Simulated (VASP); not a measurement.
A run of VASP 6.6.1 is set up as follows.

POSCAR

```
BN
1.0
    2.5009753125      0.0000000000      0.0000000000
   -1.2504876563      2.1659081548      0.0243664667
    0.0000000000      0.0773343187      6.8741616654
B N
2 2
Direct
    0.3333333333      0.6666666667      0.2500000000
    0.6666666667      0.3333333333      0.7500000000
    0.3333333333      0.6666666667      0.7500000000
    0.6666666667      0.3333333333      0.2500000000
```

INCAR.step1

```
SYSTEM = BN
ALGO = Normal ; EDIFF = 1E-4
ENCUT = 520 ; GGA = PE
ISMEAR = 0 ; LASPH = .TRUE.
LCHARG = .FALSE. ; LREAL = .FALSE.
LWAVE = .TRUE. ; NBANDS = 16
NELM = 80 ; PREC = Accurate
SIGMA = 0.05
```

File INCAR.step2:

```
SYSTEM = BN
ALGO = Normal ; EDIFF = 1E-6
ENCUT = 520 ; ISIF = 2
ISMEAR = 0 ; ISTART = 1
LASPH = .TRUE. ; LCHARG = .FALSE.
LMIXTAU = .TRUE. ; LREAL = .FALSE.
LWAVE = .FALSE. ; METAGGA = R2SCAN
NBANDS = 16 ; NELM = 80
PREC = Accurate ; SIGMA = 0.05
```

The input KPOINTS:

```
k-points
0
G
  12 12 4
  0 0 0
```

Potentials or basis: VASP PAW PBE potentials, release 64 (B, N).

The run is started by

```bash
$ cat potpaw_PBE.64/B/POTCAR potpaw_PBE.64/N/POTCAR > POTCAR
$ cp INCAR.step1 INCAR
$ mpirun -np 1 vasp_std > vasp.out
$ cp INCAR.step2 INCAR
$ mpirun -np 1 vasp_std > vasp.out
```

Problem. Predict the pressure.

Solution. 0.3 GPa.

Problem. What does it give for the band gap on the k mesh?

Solution. 4.90 eV, indirect (least direct gap 5.28 eV).

Stress tensor (GPa, compression positive):
```
 0.66  0.00  0.00
 0.00  0.61 -0.08
 0.00 -0.08 -0.23
```

Caveat: the cell differs from its parent crystal (strain +0.0225 x Voigt [0, 0, 0, 1, 0, 0]); the PAW data sets were made with another functional, which shifts forces and pressure a little. A k mesh can miss the band edges.
